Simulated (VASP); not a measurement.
# CO2 (Pa-3) in VASP: further runs

Runs on CO2. Level: PBE+D3(BJ). Tasks: single point.

All numbers are computed with VASP 6.6.1; they aren't measurements. Logs are shortened: lines on timing, memory, paths and dates and some standing lists are left out, and cuts for length are marked.

## Step 1: The cell of the first run

The structure is cubic, space group Pa-3 (No. 205). Conventional cell: a = 5.671 Å, b = 5.671 Å, c = 5.671 Å, α = 90.00°, β = 90.00°, γ = 90.00°. Within 1.6 Å of C (site symmetry -3) lie 2 O at 1.17 Å. Within 1.6 Å of O (site symmetry 3) lie 1 C at 1.17 Å.

## Step 2: Single point, PBE+D3(BJ)

INCAR reads:

```
SYSTEM = CO2
ALGO = Normal ; EDIFF = 1E-6
ENCUT = 520 ; GGA = PE
ISIF = 2 ; ISMEAR = 0
IVDW = 12 ; LASPH = .TRUE.
LCHARG = .TRUE. ; LELF = .TRUE.
LREAL = .FALSE. ; LVHAR = .TRUE.
LWAVE = .FALSE. ; NBANDS = 44
NELM = 60 ; PREC = Accurate
SIGMA = 0.1
```

KPOINTS reads:

```
k-points
0
G
  4 4 4
  0 0 0
```

POSCAR reads:

```
CO2
1.0
    5.6711123368      0.0000000000      0.0000000000
    0.0000000000      5.6711123368      0.0000000000
    0.0000000000      0.0000000000      5.6711123368
C O
4 8
Direct
    0.0000000000      0.0000000000      0.0000000000
    0.5000000000      0.0000000000      0.5000000000
    0.5000000000      0.5000000000      0.0000000000
    0.0000000000      0.5000000000      0.5000000000
    0.1190348168      0.1190348168      0.1190348168
    0.3809651832      0.8809651832      0.6190348168
    0.6190348168      0.3809651832      0.8809651832
    0.8809651832      0.6190348168      0.3809651832
    0.8809651832      0.8809651832      0.8809651832
    0.6190348168      0.1190348168      0.3809651832
    0.3809651832      0.6190348168      0.1190348168
    0.1190348168      0.3809651832      0.6190348168
```

Potentials or basis: VASP PAW PBE potentials, release 64 (C, O).

The run is started by

```bash
> cat potpaw_PBE.64/C/POTCAR potpaw_PBE.64/O/POTCAR > POTCAR
> mpirun -np 1 vasp_std > vasp.out
```

OUTCAR:

```text
SYSTEM = CO2
   EDIFF = 1E-6
   ENCUT = 520
   GGA = PE
   ISIF = 2
   ISMEAR = 0
   IVDW = 12
   LASPH = .TRUE.
   LREAL = .FALSE.
   NELM = 60
   PREC = Accurate
 IVDW          = 12

 ion  position               nearest neighbor table
   1  0.000  0.000  0.000-   5 1.17   9 1.17
   2  0.500  0.000  0.500-   6 1.17  10 1.17
   3  0.500  0.500  0.000-   7 1.17  11 1.17
   4  0.000  0.500  0.500-   8 1.17  12 1.17
   5  0.119  0.119  0.119-   1 1.17
   6  0.381  0.881  0.619-   2 1.17
   7  0.619  0.381  0.881-   3 1.17
   8  0.881  0.619  0.381-   4 1.17
   9  0.881  0.881  0.881-   1 1.17
  10  0.619  0.119  0.381-   2 1.17
  11  0.381  0.619  0.119-   3 1.17
  12  0.119  0.381  0.619-   4 1.17

  LATTYP: Found a simple cubic cell.
 ALAT       =     5.6711123368

  Lattice vectors:

 A1 = (   5.6711123368,   0.0000000000,   0.0000000000)
 A2 = (   0.0000000000,   5.6711123368,   0.0000000000)
 A3 = (   0.0000000000,   0.0000000000,   5.6711123368)

Analysis of symmetry for initial positions (statically):
=====================================================================
 Subroutine PRICEL returns:
 Original cell was already a primitive cell.

 Routine SETGRP: Setting up the symmetry group for a
 simple cubic supercell.

 Subroutine GETGRP returns: Found 24 space group operations
 (whereof  6 operations were pure point group operations)
 out of a pool of 48 trial point group operations.

The static configuration has the point symmetry S_6 .
 The point group associated with its full space group is T_h .

Analysis of symmetry for dynamics (positions and initial velocities):
=====================================================================
 Subroutine PRICEL returns:
 Original cell was already a primitive cell.

 Routine SETGRP: Setting up the symmetry group for a
 simple cubic supercell.

 Subroutine GETGRP returns: Found 24 space group operations
 (whereof  6 operations were pure point group operations)
 out of a pool of 48 trial point group operations.

The dynamic configuration has the point symmetry S_6 .
 The point group associated with its full space group is T_h .
[... 108 lines left out ...]
   NSW    =      0    number of steps for IOM
   IBRION =     -1    ionic relax: 0-MD 1-quasi-New 2-CG
   NFREE  =      0    steps in history (QN), initial steepest desc. (CG)
   ISIF   =      2    stress and relaxation
   ISYM   =      2    0-nonsym 1-usesym 2-fastsym
   POTIM  = 0.5000    time-step for ionic-motion
   TEBEG  =    0.0;   TEEND  =   0.0 temperature during run
   PSTRESS=    0.0 pullay stress
   NELECT =      64.0000    total number of electrons
   NUPDOWN=      -1.0000    fix difference up-down
   EMIN   =  10.00;   EMAX   =-10.00  energy-range for DOS
   EFERMI =   0.00;   METHOD = LEGACY
   ISMEAR =     0;   SIGMA  =   0.10  broadening in eV -4-tet -1-fermi 0-gaus
   EFERMI_NEDOS =   21; number of points for ismear=-14 and -15
   IALGO  =     38    algorithm
   IMIX   =      4    mixing-type and parameters
     AMIX     =   0.40;   BMIX     =  1.00
     AMIX_MAG =   1.60;   BMIX_MAG =  1.00
  volume/ion in A,a.u.               =      15.20       102.57
  Fermi-wavevector in a.u.,A,eV,Ry     =   1.154693  2.182054 18.140868  1.333316
  Thomas-Fermi vector in A             =   2.291328
   LORBIT       =      0    0 simple, 1 ext, 2 COOP (PROOUT), +10 PAW based schemes
   GGA     = PE    functional components
   LHFCALC =     F    Hartree Fock is set to
   AEXX    =    0.0000 exact exchange contribution
   IVDW    =    12    specifies the selected vdW correction
   LEPSILON=     F    determine dielectric tensor
   LRPA    =     F    only Hartree local field effects (RPA)
 non-spin polarized calculation
 Gauss-broadening in eV      SIGMA  =   0.10
  energy-cutoff  :      520.00
  volume of cell :      182.39
 maximum number of plane-waves:      4945
   NGX = 21   NGY = 21   NGZ = 21

 number of electron      63.9999946 magnetization

 Free energy of the ion-electron system (eV)
  ---------------------------------------------------
  ext. energy  EPLUGINS =         0.00000000
  ---------------------------------------------------
  free energy    TOTEN  =       -92.16766654 eV

  energy without entropy =      -92.16766654  energy(sigma->0) =      -92.16766654

 E-fermi :  -3.3760     XC(G=0):  -7.7217

 val. band max:       -3.8217190180   @ k =   0.0000   0.0000   0.0000
 cond. band min:       2.9183341164   @ k =   0.0000   0.0000   0.0000
 fundamental gap:      6.7400531344
 Fermi energy:        -3.3759524742

 k-point     1 :       0.0000    0.0000    0.0000
  band No.  band energies     occupation
      1     -24.3709      2.00000
      2     -24.1850      2.00000
      3     -24.1850      2.00000
      4     -24.1850      2.00000
      5     -23.2472      2.00000
      6     -23.2472      2.00000
[... 506 lines left out ...]
     43       5.7616      0.00000
     44       5.7616      0.00000

------------------------ aborting loop because EDIFF is reached ----------------------------------------

 Edisp (eV)   -0.80994

 E8    (eV) :    -0.2066

  FORCE on cell =-STRESS in cart. coord.  units (eV):
  Direction    XX          YY          ZZ          XY          YZ          ZX
  --------------------------------------------------------------------------------------
  -------------------------------------------------------------------------------------
  Total       1.70756     1.70756     1.70756    -0.00000     0.00000     0.00000
  in kB      14.99971    14.99971    14.99971    -0.00000     0.00000     0.00000
  external pressure =       15.00 kB  Pullay stress =        0.00 kB

 VOLUME and BASIS-vectors are now :
 -----------------------------------------------------------------------------
  energy-cutoff  :      520.00
  volume of cell :      182.39
      direct lattice vectors                 reciprocal lattice vectors
     5.671112337  0.000000000  0.000000000     0.176332250  0.000000000  0.000000000
     0.000000000  5.671112337  0.000000000     0.000000000  0.176332250  0.000000000
     0.000000000  0.000000000  5.671112337     0.000000000  0.000000000  0.176332250

 POSITION                                       TOTAL-FORCE (eV/Angst)
 -----------------------------------------------------------------------------------
      0.00000      0.00000      0.00000        -0.000000     -0.000000      0.000000
      2.83556      0.00000      2.83556        -0.000000     -0.000000      0.000000
      2.83556      2.83556      0.00000        -0.000000     -0.000000      0.000000
      0.00000      2.83556      2.83556        -0.000000     -0.000000      0.000000
      0.67506      0.67506      0.67506         0.333941      0.333941      0.333941
      2.16050      4.99605      3.51062        -0.333941     -0.333941      0.333941
      3.51062      2.16050      4.99605         0.333941     -0.333941     -0.333941
      4.99605      3.51062      2.16050        -0.333941      0.333941     -0.333941
      4.99605      4.99605      4.99605        -0.333941     -0.333941     -0.333941
      3.51062      0.67506      2.16050         0.333941      0.333941     -0.333941
      2.16050      3.51062      0.67506        -0.333941      0.333941      0.333941
      0.67506      2.16050      3.51062         0.333941     -0.333941      0.333941
 -----------------------------------------------------------------------------------
    total drift:                                0.000000      0.000000     -0.000000

  FREE ENERGIE OF THE ION-ELECTRON SYSTEM (eV)
  ---------------------------------------------------
  free  energy   TOTEN  =       -92.9776072742 eV

  energy  without entropy=      -92.9776072742  energy(sigma->0) =      -92.97760727
```

It took 1.9 min on 1 thread of Intel Xeon 8259CL, shared host; peak memory 0.28 GiB.

What came out:

* Free energy: -92.9776 eV
* Pressure: 1.5 GPa
* Largest force: 0.578 eV/Å
* Band gap on the k mesh: 6.74 eV
* Dispersion energy per atom: -0.067 eV

Forces in eV/Å, atoms in the order of the input:
```
C    0.000  0.000  0.000
C    0.000  0.000  0.000
C    0.000  0.000  0.000
C    0.000  0.000  0.000
O    0.334  0.334  0.334
O   -0.334 -0.334  0.334
O    0.334 -0.334 -0.334
O   -0.334  0.334 -0.334
O   -0.334 -0.334 -0.334
O    0.334  0.334 -0.334
O   -0.334  0.334  0.334
O    0.334 -0.334  0.334
```

Levels at points of the mesh, in eV from the valence-band top:
| k point | band 29 | band 30 | band 31 | band 32 | band 33 | band 34 | band 35 | band 36 |
| --- | --- | --- | --- | --- | --- | --- | --- | --- |
| (0.00, 0.00, 0.00) | -0.18 | -0.18 | 0.00 | 0.00 | 6.74 | 8.03 | 8.03 | 8.03 |
| (0.50, 0.00, 0.00) | -0.27 | -0.27 | -0.07 | -0.07 | 7.97 | 7.97 | 8.14 | 8.14 |
| (0.50, 0.50, 0.00) | -0.25 | -0.25 | -0.25 | -0.25 | 7.96 | 7.96 | 7.96 | 7.96 |
| (0.50, 0.50, 0.50) | -0.29 | -0.29 | -0.29 | -0.29 | 7.97 | 7.97 | 7.97 | 7.97 |

A k mesh can miss the band edges.

## Step 3: Single point, PBE+D3(BJ)

This run uses another cell than the first one, of 15.54 Å³/atom.

INCAR reads:

```
SYSTEM = CO2
  ALGO = Normal
  EDIFF = 1E-7
  ENCUT = 520
  GGA = PE
  ISIF = 2
  ISMEAR = 0
  IVDW = 12
  LASPH = .TRUE.
  LCHARG = .FALSE.
  LREAL = .FALSE.
  LWAVE = .FALSE.
  NBANDS = 44
  NELM = 60
  PREC = Accurate
  SIGMA = 0.02
```

KPOINTS is that of step 2.

POSCAR reads:

```
CO2
1.0
    5.7132173058      0.0000000000      0.0000000000
    0.0000000000      5.7132173058      0.0000000000
    0.0000000000      0.0000000000      5.7132173058
C O
4 8
Direct
    0.0000000000      0.0000000000      0.0000000000
    0.5000000000      0.0000000000      0.5000000000
    0.5000000000      0.5000000000      0.0000000000
    0.0000000000      0.5000000000      0.5000000000
    0.1181218480      0.1181218480      0.1181218480
    0.3818781520      0.8818781520      0.6181218480
    0.6181218480      0.3818781520      0.8818781520
    0.8818781520      0.6181218480      0.3818781520
    0.8818781520      0.8818781520      0.8818781520
    0.6181218480      0.1181218480      0.3818781520
    0.3818781520      0.6181218480      0.1181218480
    0.1181218480      0.3818781520      0.6181218480
```

Potentials or basis: VASP PAW PBE potentials, release 64 (C, O).

The run is started by

```bash
> cat potpaw_PBE.64/C/POTCAR potpaw_PBE.64/O/POTCAR > POTCAR
> mpirun -np 1 vasp_std > vasp.out
```

Wall time 1.8 min (1 thread of Intel Xeon 8259CL, shared host); peak memory 0.27 GiB.

Results (log left out):

```yaml
Free_energy: -92.9782 eV
Pressure: 1.5 GPa
Largest_force: 0.636 eV/Å
Band_gap_on_the_k_mesh: 6.73 eV
Dispersion_energy_per_atom: -0.066 eV
```

Forces on the atoms (eV/Å):
```
C    0.000  0.000  0.000
C    0.000  0.000  0.000
C    0.000  0.000  0.000
C    0.000  0.000  0.000
O    0.367  0.367  0.367
O   -0.367 -0.367  0.367
O    0.367 -0.367 -0.367
O   -0.367  0.367 -0.367
O   -0.367 -0.367 -0.367
O    0.367  0.367 -0.367
O   -0.367  0.367  0.367
O    0.367 -0.367  0.367
```

Levels at points of the mesh, in eV from the valence-band top:
```csv
k point,band 30,band 31,band 32,band 33,band 34,band 35
"(0.00, 0.00, 0.00)",-0.17,0.00,0.00,6.73,8.06,8.06
"(0.50, 0.00, 0.00)",-0.26,-0.07,-0.07,8.00,8.00,8.13
"(0.50, 0.50, 0.00)",-0.24,-0.24,-0.24,7.99,7.99,7.99
"(0.50, 0.50, 0.50)",-0.28,-0.28,-0.28,8.01,8.01,8.01
```

A k mesh can miss the band edges. PBE gaps usually lie below the measured ones, often by a third to a half.

## Step 4: Single point, PBE+D3(BJ) (16.01 Å³/atom)

This run uses another cell than the first one, of 16.01 Å³/atom.

INCAR reads:

```
ALGO = Normal
EDIFF = 1E-6
ENCUT = 520
GGA = PE
ISIF = 2
ISMEAR = 0
IVDW = 12
LASPH = T
LCHARG = F
LREAL = F
LWAVE = F
NBANDS = 44
NELM = 60
PREC = Accurate
SIGMA = 0.02
```

KPOINTS reads:

```
k-points
0
Gamma
  4 4 4
```

POSCAR reads:

```
CO2
1.0
    5.7697874928      0.0000000000      0.0000000000
    0.0000000000      5.7697874928      0.0000000000
    0.0000000000      0.0000000000      5.7697874928
C O
4 8
Direct
    0.0000000000      0.0000000000      0.0000000000
    0.5000000000      0.0000000000      0.5000000000
    0.5000000000      0.5000000000      0.0000000000
    0.0000000000      0.5000000000      0.5000000000
    0.1169854851      0.1169854851      0.1169854851
    0.3830145149      0.8830145149      0.6169854851
    0.6169854851      0.3830145149      0.8830145149
    0.8830145149      0.6169854851      0.3830145149
    0.8830145149      0.8830145149      0.8830145149
    0.6169854851      0.1169854851      0.3830145149
    0.3830145149      0.6169854851      0.1169854851
    0.1169854851      0.3830145149      0.6169854851
```

The run is started by

```bash
> cat potpaw_PBE.64/C/POTCAR potpaw_PBE.64/O/POTCAR > POTCAR
> mpirun -np 1 vasp_std > vasp.out
```

Wall time 2.3 min (1 thread of Intel Xeon 8259CL, shared host); peak memory 0.34 GiB.

Results (log left out):

| Property | Result |
| --- | --- |
| Free energy | -92.9766 eV |
| Pressure | 1.2 GPa |
| Largest force | 0.634 eV/Å |
| Band gap on the k mesh | 6.70 eV |
| Dispersion energy per atom | -0.063 eV |

Forces on the atoms (eV/Å):
```
C    0.000  0.000  0.000
C    0.000  0.000  0.000
C    0.000  0.000  0.000
C    0.000  0.000  0.000
O    0.366  0.366  0.366
O   -0.366 -0.366  0.366
O    0.366 -0.366 -0.366
O   -0.366  0.366 -0.366
O   -0.366 -0.366 -0.366
O    0.366  0.366 -0.366
O   -0.366  0.366  0.366
O    0.366 -0.366  0.366
```

Levels at points of the mesh, in eV from the valence-band top:
```tsv
k point	band 28	band 29	band 30	band 31	band 32	band 33	band 34	band 35	band 36	band 37
(0.00, 0.00, 0.00)	-0.16	-0.16	-0.16	0.00	0.00	6.70	8.09	8.09	8.09	8.30
(0.50, 0.00, 0.00)	-0.29	-0.24	-0.24	-0.06	-0.06	8.03	8.03	8.10	8.10	8.34
(0.50, 0.50, 0.00)	-0.26	-0.23	-0.23	-0.23	-0.23	8.02	8.02	8.02	8.02	8.62
(0.50, 0.50, 0.50)	-0.26	-0.26	-0.26	-0.26	-0.26	8.04	8.04	8.04	8.04	8.81
```

## Step 5: Overview

| cell | smearing | gap on the mesh (eV) | pressure (GPa) | largest force (eV/Å) |
| --- | --- | --- | --- | --- |
| a = 5.671 Å, 12 atoms, atomic positions A | gaussian 0.1 eV | 6.74 | 1.5 | 0.58 |
| a = 5.713 Å, 12 atoms, atomic positions B | gaussian 0.02 eV | 6.73 | 1.5 | 0.64 |
| a = 5.770 Å, 12 atoms, atomic positions C | gaussian 0.02 eV | 6.70 | 1.2 | 0.63 |

Alike in all rows: task single point; level PBE+D3(BJ); potentials or basis VASP PAW PBE potentials, release 64 (C, O); no spin polarisation; k mesh 4 × 4 × 4; cutoff (eV) 520.

Absolute energies hang on the potentials; compare differences alone.
